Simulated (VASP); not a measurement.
# Li3RhN2 (P2_1/c) in VASP: electric field gradients with PBE

Aim: the electric field gradients of Li3RhN2 with PBE.

Everything below comes from runs of VASP 6.6.1. Logs are shortened: lines on timing, memory, paths and dates and some standing lists are left out, and cuts for length are marked.

### Step 1. The cell of the first run

The structure is monoclinic, space group P2_1/c (No. 14). Conventional cell: a = 6.583 Å, b = 7.527 Å, c = 8.100 Å, α = 90.00°, β = 120.29°, γ = 90.00°. Within 3.0 Å of Li (site symmetry 1) lie 4 N at 2.02 to 2.24 Å and 4 Li at 2.47 to 2.89 Å and 2 Rh at 2.73 to 2.95 Å. Within 2.9 Å of Li (site symmetry 1) lie 3 N at 2.14 to 2.90 Å and 3 Rh at 2.56 to 2.71 Å and 3 Li at 2.76 to 2.89 Å. Li (site symmetry 1) has 3 N at 2.01 to 2.88 Å and 2 Li at 2.76 to 2.80 Å and 2 Rh at 2.80 to 2.89 Å within 2.9 Å. Within 3.1 Å of Rh (site symmetry 1) lie 3 N at 1.85 to 3.05 Å and 7 Li at 2.56 to 2.95 Å. N (site symmetry 1) has 1 Rh at 1.85 Å and 5 Li at 2.01 to 2.20 Å within 2.5 Å. N (site symmetry 1) has 1 N at 1.21 Å within 1.6 Å.

### Step 2. Electric field gradients, PBE

The input, INCAR:

```
PREC     = Accurate       # precision mode
ENCUT    = 520            # plane-wave cutoff, eV
EDIFF    = 1E-8           # SCF threshold, eV
ISMEAR   = -1             # smearing method
SIGMA    = 0.05           # smearing width, eV
LREAL    = Auto         
LASPH    = True           # aspherical terms in the spheres
NELM     = 100            # most SCF steps
ALGO     = Normal         # electronic algorithm
ISIF     = 2              # what is computed and relaxed
LWAVE    = False          # write WAVECAR
LCHARG   = False          # write CHGCAR
GGA      = PE             # functional
LEFG     = True         
NBANDS   = 86             # bands
LUSENCCL = False
```

The input, KPOINTS:

```
Automatic mesh
0
Gamma
  6 5 5
```

The input, POSCAR:

```
Li3RhN2
1.0
    6.5830294667      0.0000000000      0.0000000000
    0.0000000000      7.5273410000      0.0000000000
   -4.0855059738      0.0000000000      6.9941583915
Li Rh N
12 4 8
Direct
    0.2041390000      0.0265530000      0.0381750000
    0.7958610000      0.5265530000      0.4618250000
    0.7958610000      0.9734470000      0.9618250000
    0.2041390000      0.4734470000      0.5381750000
    0.9909800000      0.3414300000      0.8132120000
    0.0090200000      0.8414300000      0.6867880000
    0.0090200000      0.6585700000      0.1867880000
    0.9909800000      0.1585700000      0.3132120000
    0.6505340000      0.3288220000      0.9158390000
    0.3494660000      0.8288220000      0.5841610000
    0.3494660000      0.6711780000      0.0841610000
    0.6505340000      0.1711780000      0.4158390000
    0.2211650000      0.1522090000      0.7009800000
    0.7788350000      0.6522090000      0.7990200000
    0.7788350000      0.8477910000      0.2990200000
    0.2211650000      0.3477910000      0.2009800000
    0.0336620000      0.7916660000      0.9640710000
    0.9663380000      0.2916660000      0.5359290000
    0.9663380000      0.2083340000      0.0359290000
    0.0336620000      0.7083340000      0.4640710000
    0.5530690000      0.5294450000      0.5806980000
    0.4469310000      0.0294450000      0.9193020000
    0.4469310000      0.4705550000      0.4193020000
    0.5530690000      0.9705550000      0.0806980000
```

Potentials or basis: VASP PAW PBE potentials, release 64 (Li_sv, Rh_pv, N).

Run with:

```
$ cat potpaw_PBE.64/Li_sv/POTCAR potpaw_PBE.64/Rh_pv/POTCAR potpaw_PBE.64/N/POTCAR > POTCAR
$ mpirun -np 1 vasp_std > vasp.out
```

OUTCAR:

```text
PREC = Accurate
   ENCUT = 520
   EDIFF = 1E-8
   ISMEAR = -1
   LREAL = Auto
   LASPH = True
   NELM = 100
   ISIF = 2
   GGA = PE

 ion  position               nearest neighbor table
   1  0.204  0.027  0.038-  17 2.02  19 2.07  24 2.19   3 2.47  16 2.73  13 2.95
   2  0.796  0.527  0.462-  18 2.02  20 2.07  23 2.19   4 2.47  15 2.73  14 2.95
   3  0.796  0.973  0.962-  19 2.02  17 2.07  22 2.19   1 2.47  14 2.73  15 2.95
   4  0.204  0.473  0.538-  20 2.02  18 2.07  21 2.19   2 2.47  13 2.73  16 2.95
   5  0.991  0.341  0.813-  19 2.14  13 2.56  14 2.70  16 2.71
   6  0.009  0.841  0.687-  20 2.14  14 2.56  13 2.70  15 2.71
   7  0.009  0.659  0.187-  17 2.14  15 2.56  16 2.70  14 2.71
   8  0.991  0.159  0.313-  18 2.14  16 2.56  15 2.70  13 2.71
   9  0.651  0.329  0.916-  19 2.01  13 2.80  14 2.89
  10  0.349  0.829  0.584-  20 2.01  14 2.80  13 2.89
  11  0.349  0.671  0.084-  17 2.01  15 2.80  16 2.89
  12  0.651  0.171  0.416-  18 2.01  16 2.80  15 2.89
  13  0.221  0.152  0.701-  18 1.85  22 1.88   5 2.56   6 2.70   8 2.71   4 2.73   9 2.80  10 2.89
                             1 2.95
  14  0.779  0.652  0.799-  17 1.85  21 1.88   6 2.56   5 2.70   7 2.71   3 2.73  10 2.80   9 2.89
                             2 2.95
  15  0.779  0.848  0.299-  20 1.85  24 1.88   7 2.56   8 2.70   6 2.71   2 2.73  11 2.80  12 2.89
                             3 2.95
  16  0.221  0.348  0.201-  19 1.85  23 1.88   8 2.56   7 2.70   5 2.71   1 2.73  12 2.80  11 2.89
                             4 2.95
  17  0.034  0.792  0.964-  14 1.85  11 2.01   1 2.02   3 2.07   7 2.14
  18  0.966  0.292  0.536-  13 1.85  12 2.01   2 2.02   4 2.07   8 2.14
  19  0.966  0.208  0.036-  16 1.85   9 2.01   3 2.02   1 2.07   5 2.14
  20  0.034  0.708  0.464-  15 1.85  10 2.01   4 2.02   2 2.07   6 2.14
  21  0.553  0.529  0.581-  23 1.21  14 1.88   4 2.19
  22  0.447  0.029  0.919-  24 1.21  13 1.88   3 2.19
  23  0.447  0.471  0.419-  21 1.21  16 1.88   2 2.19
  24  0.553  0.971  0.081-  22 1.21  15 1.88   1 2.19

  LATTYP: Found a simple monoclinic cell.
 ALAT       =     6.5830294667
 B/A-ratio  =     1.1434463476
 C/A-ratio  =     1.1281584251
 COS(beta)  =    -0.3362897977

  Lattice vectors:

 A1 = (   6.5830294667,   0.0000000000,   0.0000000000)
 A2 = (   0.0000000000,  -7.5273410000,   0.0000000000)
 A3 = (  -2.4975234929,   0.0000000000,  -6.9941583915)

Analysis of symmetry for initial positions (statically):
=====================================================================
 Subroutine PRICEL returns:
 Original cell was already a primitive cell.

 Routine SETGRP: Setting up the symmetry group for a
 simple monoclinic supercell.

 Subroutine GETGRP returns: Found  4 space group operations
 (whereof  2 operations were pure point group operations)
 out of a pool of  4 trial point group operations.

The static configuration has the point symmetry S_2 .
 The point group associated with its full space group is C_2h.

Analysis of symmetry for dynamics (positions and initial velocities):
=====================================================================
 Subroutine PRICEL returns:
 Original cell was already a primitive cell.

 Routine SETGRP: Setting up the symmetry group for a
 simple monoclinic supercell.

 Subroutine GETGRP returns: Found  4 space group operations
 (whereof  2 operations were pure point group operations)
 out of a pool of  4 trial point group operations.

The dynamic configuration has the point symmetry S_2 .
 The point group associated with its full space group is C_2h.

 Subroutine INISYM returns: Found  4 space group operations
 (whereof  2 operations are pure point group operations),
 and found     1 'primitive' translations

----------------------------------------------------------------------------------------

                                     Primitive cell

  volume of cell :     346.5795

  direct lattice vectors                    reciprocal lattice vectors
     6.583029467  0.000000000  0.000000000     0.151905746 -0.000000000  0.088732882
     0.000000000  7.527341000  0.000000000     0.000000000  0.132849037 -0.000000000
    -4.085505974  0.000000000  6.994158392     0.000000000  0.000000000  0.142976459

  length of vectors
     6.583029467  7.527341000  8.099975967     0.175922937  0.132849037  0.142976459

  position of ions in fractional coordinates (direct lattice)
     0.204139000  0.026553000  0.038175000
     0.795861000  0.526553000  0.461825000
     0.795861000  0.973447000  0.961825000
[... 120 lines left out ...]
   EDIFF  = 0.1E-07   stopping-criterion for ELM
   LREAL  =      T    real-space projection
   EDIFFG = 0.1E-06   stopping-criterion for IOM
   NSW    =      0    number of steps for IOM
   IBRION =     -1    ionic relax: 0-MD 1-quasi-New 2-CG
   NFREE  =      0    steps in history (QN), initial steepest desc. (CG)
   ISIF   =      2    stress and relaxation
   ISYM   =      2    0-nonsym 1-usesym 2-fastsym
   POTIM  = 0.5000    time-step for ionic-motion
   TEBEG  =    0.0;   TEEND  =   0.0 temperature during run
   PSTRESS=    0.0 pullay stress
   NELECT =     136.0000    total number of electrons
   NUPDOWN=      -1.0000    fix difference up-down
   EMIN   =  10.00;   EMAX   =-10.00  energy-range for DOS
   EFERMI =   0.00;   METHOD = LEGACY
   ISMEAR =    -1;   SIGMA  =   0.05  broadening in eV -4-tet -1-fermi 0-gaus
   EFERMI_NEDOS =   21; number of points for ismear=-14 and -15
   IALGO  =     38    algorithm
   IMIX   =      4    mixing-type and parameters
     AMIX     =   0.40;   BMIX     =  1.00
     AMIX_MAG =   1.60;   BMIX_MAG =  1.00
  volume/ion in A,a.u.               =      14.44        97.45
  Fermi-wavevector in a.u.,A,eV,Ry     =   1.198543  2.264917 19.544832  1.436505
  Thomas-Fermi vector in A             =   2.334429
   LORBIT       =      0    0 simple, 1 ext, 2 COOP (PROOUT), +10 PAW based schemes
   GGA     = PE    functional components
   LHFCALC =     F    Hartree Fock is set to
   AEXX    =    0.0000 exact exchange contribution
   IVDW    =     0    specifies the selected vdW correction
   LEPSILON=     F    determine dielectric tensor
   LRPA    =     F    only Hartree local field effects (RPA)
 non-spin polarized calculation
  energy-cutoff  :      520.00
  volume of cell :      346.58
 maximum number of plane-waves:      9354
 NGX is ok and might be reduce to    50
   NGX = 25   NGY = 27   NGZ = 31

 number of electron     136.0000004 magnetization

 Free energy of the ion-electron system (eV)
  ---------------------------------------------------
  ext. energy  EPLUGINS =         0.00000000
  ---------------------------------------------------
  free energy    TOTEN  =      -123.52112985 eV

  energy without entropy =     -123.38946110  energy(sigma->0) =     -123.45529547

 E-fermi :   2.7186     XC(G=0):  -8.7556

 val. band max:        2.7161871857   @ k =   0.5000   0.2000   0.0000
 cond. band min:       2.7188986425   @ k =   0.5000   0.2000   0.4000
 fundamental gap:      0.0027114568
 Fermi energy:         2.7186434753

 k-point     1 :       0.0000    0.0000    0.0000
  band No.  band energies     occupation
      1     -44.2215      2.00000
      2     -44.2215      2.00000
      3     -44.2213      2.00000
      4     -44.2211      2.00000
      5     -43.4040      2.00000
      6     -43.4035      2.00000
[... 1981 lines left out ...]
     79       6.2723      0.00000
     80       6.4200      0.00000

 [... further k-points ...]

 [bands above 80 left out]

------------------------ aborting loop because EDIFF is reached ----------------------------------------

  FORCE on cell =-STRESS in cart. coord.  units (eV):
  Direction    XX          YY          ZZ          XY          YZ          ZX
  --------------------------------------------------------------------------------------
  -------------------------------------------------------------------------------------
  Total       -2.6513693     -2.8450487     -4.1503541      0.0000000      0.0000000     -2.0005013
  in kB      -12.2568240    -13.1521708    -19.1863731      0.0000000      0.0000000     -9.2479734
  external PRESSURE =     -14.8651226 kB  Pullay stress =       0.0000000 kB

 VOLUME and BASIS-vectors are now :
 -----------------------------------------------------------------------------
  energy-cutoff  :      520.00
  volume of cell :      346.58
      direct lattice vectors                 reciprocal lattice vectors
     6.583029467  0.000000000  0.000000000     0.151905746 -0.000000000  0.088732882
     0.000000000  7.527341000  0.000000000     0.000000000  0.132849037 -0.000000000
    -4.085505974  0.000000000  6.994158392     0.000000000  0.000000000  0.142976459

 POSITION                                       TOTAL-FORCE (eV/Angst)
 -----------------------------------------------------------------------------------
      1.18789      0.19987      0.26700        -0.031363     -0.024421     -0.014135
      3.35239      3.96354      3.23008         0.031363     -0.024421      0.014135
      1.30963      7.32747      6.72716         0.031363      0.024421      0.014135
     -0.85486      3.56380      3.76408        -0.031363      0.024421     -0.014135
      3.20127      2.57006      5.68773        -0.007013     -0.027289      0.000510
     -2.74650      6.33373      4.80350         0.007013     -0.027289     -0.000510
[... 16 lines left out ...]
      1.22910      3.54203      2.93266        -0.121350     -0.203215     -0.355927
      3.31118      7.30570      0.56441         0.121350     -0.203215      0.355927
 -----------------------------------------------------------------------------------
    total drift:                               -0.000000      0.000000      0.000000

  FREE ENERGIE OF THE ION-ELECTRON SYSTEM (eV)
  ---------------------------------------------------
  free  energy   TOTEN  =      -123.5211298475 eV

  energy  without entropy=     -123.3894610969  energy(sigma->0) =     -123.45529547

 Electric field gradients (V/A^2)
---------------------------------------------------------------------
 ion       V_xx      V_yy      V_zz      V_xy      V_xz      V_yz
---------------------------------------------------------------------
   1       0.587    -1.423     0.836     0.045    -0.090    -0.453
   2       0.587    -1.423     0.836    -0.045    -0.090     0.453
   3       0.587    -1.423     0.836     0.045    -0.090    -0.453
   4       0.587    -1.423     0.836    -0.045    -0.090     0.453
   5       0.631     0.320    -0.951     0.389     1.276     0.281
   6       0.631     0.320    -0.951    -0.389     1.276    -0.281
[... 16 lines left out ...]
  23       3.468     2.483    -5.951    -2.197    -0.105    -5.551
  24       3.468     2.483    -5.951     2.197    -0.105     5.551
---------------------------------------------------------------------

 Electric field gradients after diagonalization (V/A^2)
 (convention: |V_zz| > |V_xx| > |V_yy|)
----------------------------------------------------------------------
 ion       V_xx      V_yy      V_zz     asymmetry (V_yy - V_xx)/ V_zz
----------------------------------------------------------------------
   1       0.949     0.561    -1.511       0.257
   2       0.949     0.561    -1.511       0.257
   3       0.949     0.561    -1.511       0.257
   4       0.949     0.561    -1.511       0.257
   5       1.529     0.133    -1.662       0.840
   6       1.529     0.133    -1.662       0.840
[... 16 lines left out ...]
  23       6.490     2.311    -8.801       0.475
  24       6.490     2.311    -8.801       0.475
----------------------------------------------------------------------

           NMR quadrupolar parameters

 Cq : quadrupolar parameter    Cq=e*Q*V_zz/h
 eta: asymmetry parameters     (V_yy - V_xx)/ V_zz
 Q  : nuclear electric quadrupole moment in mb (millibarn)
----------------------------------------------------------------------
 ion       Cq(MHz)       eta       Q (mb)
----------------------------------------------------------------------
   1      -0.004       0.257       1.000
   2      -0.004       0.257       1.000
   3      -0.004       0.257       1.000
   4      -0.004       0.257       1.000
   5      -0.004       0.840       1.000
   6      -0.004       0.840       1.000
[... 16 lines left out ...]
  23      -0.021       0.475       1.000
  24      -0.021       0.475       1.000
----------------------------------------------------------------------
```

It took 2.8 min on 1 × NVIDIA H100 80GB with 1 thread of AMD EPYC 7R13 (Zen 3), shared host; peak memory 1.9 GiB.

What came out:

| Quantity | Value |
| --- | --- |
| Free energy | -123.5211 eV |
| Largest force | 0.435 eV/Å |
| Band gap on the k mesh | zero (bands 68 and 69 overlap by 0.11 eV) |
| Largest electric field gradient by atom | Li -1.5, -1.7 (each value once); Rh -133.4; N -39.3, -8.8 (each value once) V/Å² |

Forces in eV/Å, atoms in the order of the input:
```
Li  -0.031 -0.024 -0.014
Li   0.031 -0.024  0.014
Li   0.031  0.024  0.014
Li  -0.031  0.024 -0.014
Li  -0.007 -0.027  0.001
Li   0.007 -0.027 -0.001
Li   0.007  0.027 -0.001
Li  -0.007  0.027  0.001
Li   0.060 -0.039  0.025
Li  -0.060 -0.039 -0.025
Li  -0.060  0.039 -0.025
Li   0.060  0.039  0.025
Rh  -0.158  0.103  0.006
Rh   0.158  0.103 -0.006
Rh   0.158 -0.103 -0.006
Rh  -0.158 -0.103  0.006
N   -0.232 -0.254 -0.266
N    0.232 -0.254  0.266
N    0.232  0.254  0.266
N   -0.232  0.254 -0.266
N    0.121  0.203  0.356
N   -0.121  0.203 -0.356
N   -0.121 -0.203 -0.356
N    0.121 -0.203  0.356
```

Electric field gradients, principal values (V/Å²):
```
 atom   least  middle  greatest (by size)
 1 Li   0.561   0.949              -1.511
 2 Li   0.561   0.949              -1.511
 3 Li   0.561   0.949              -1.511
 4 Li   0.561   0.949              -1.511
 5 Li   0.133   1.529              -1.662
 6 Li   0.133   1.529              -1.662
 7 Li   0.133   1.529              -1.662
 8 Li   0.133   1.529              -1.662
 9 Li   0.080   1.665              -1.745
10 Li   0.080   1.665              -1.745
11 Li   0.080   1.665              -1.745
12 Li   0.080   1.665              -1.745
13 Rh  49.456  83.912            -133.368
14 Rh  49.456  83.912            -133.368
15 Rh  49.456  83.912            -133.368
16 Rh  49.456  83.912            -133.368
 17 N  13.028  26.288             -39.316
 18 N  13.028  26.288             -39.316
 19 N  13.028  26.288             -39.316
 20 N  13.028  26.288             -39.316
 21 N   2.311   6.490              -8.801
 22 N   2.311   6.490              -8.801
 23 N   2.311   6.490              -8.801
 24 N   2.311   6.490              -8.801
```

Caveat: the cutoff is under 1.25 times the usual one of these potentials, so pressure, stress and relaxed cells hold a basis-set (Pulay) error; the standard files for N, O and F lose accuracy on very short bonds; without QUAD_EFG the Cq values of the log hold for a quadrupole moment of 1 mb, not for the nuclei.
